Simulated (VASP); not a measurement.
Here is a VASP 6.6.1 calculation.

The input INCAR:

```
PREC = Accurate
ENCUT = 600
EDIFF = 1E-6
ISMEAR = 0
SIGMA = 0.1
LREAL = F
LASPH = T
NELM = 60
ALGO = Normal
ISIF = 3
LWAVE = F
LCHARG = F
GGA = PE
IBRION = 2
NSW = 90
EDIFFG = -0.04
```

Contents of KPOINTS:

```
Automatic mesh
0
Gamma
  6 6 4
```

The input POSCAR:

```
Na5H
1.0
    5.3326335100      0.0000000000      0.0000000000
   -2.6663167500      4.6181960800      0.0000000000
    0.0000000000      0.0000000000      4.3340418400
Na H
5 1
Direct
    0.0000000000      0.5000000000      0.5000000000
    0.3333333300      0.6666666700      0.0000000000
    0.6666666700      0.3333333300      0.0000000000
    0.5000000000      0.0000000000      0.5000000000
    0.5000000000      0.5000000000      0.5000000000
    0.0000000000      0.0000000000      0.0000000000
```

Potentials or basis: VASP PAW PBE potentials, release 64 (Na_pv, H).

Command:

```console
$ cat potpaw_PBE.64/Na_pv/POTCAR potpaw_PBE.64/H/POTCAR > POTCAR
$ mpirun -np 1 vasp_std > vasp.out
```

Q: Predict the space group after relaxing (to 0.1 Å).

A: P6/mmm (No. 191).

Q: What does it give for the relaxed volume?

A: 36.74 Å³/atom.

Q: What does it give for the band gap on the k mesh?

A: Zero (bands 18 and 19 overlap by 1.45 eV).

Q: What does it give for the relaxed cell?

A: a = 6.446 Å, b = 6.446 Å, c = 6.126 Å, α = 90.00°, β = 90.00°, γ = 120.00°.

Stress tensor (GPa, compression positive):
```
 0.15  0.00  0.00
 0.00  0.15  0.00
 0.00  0.00 -0.01
```

Caveat: the k points lie up to 0.26 Å⁻¹ apart in the final cell, too coarse for converged energies and pressures of a metal; the volume moved by over 15 % at a fixed basis, so the end points are rough.
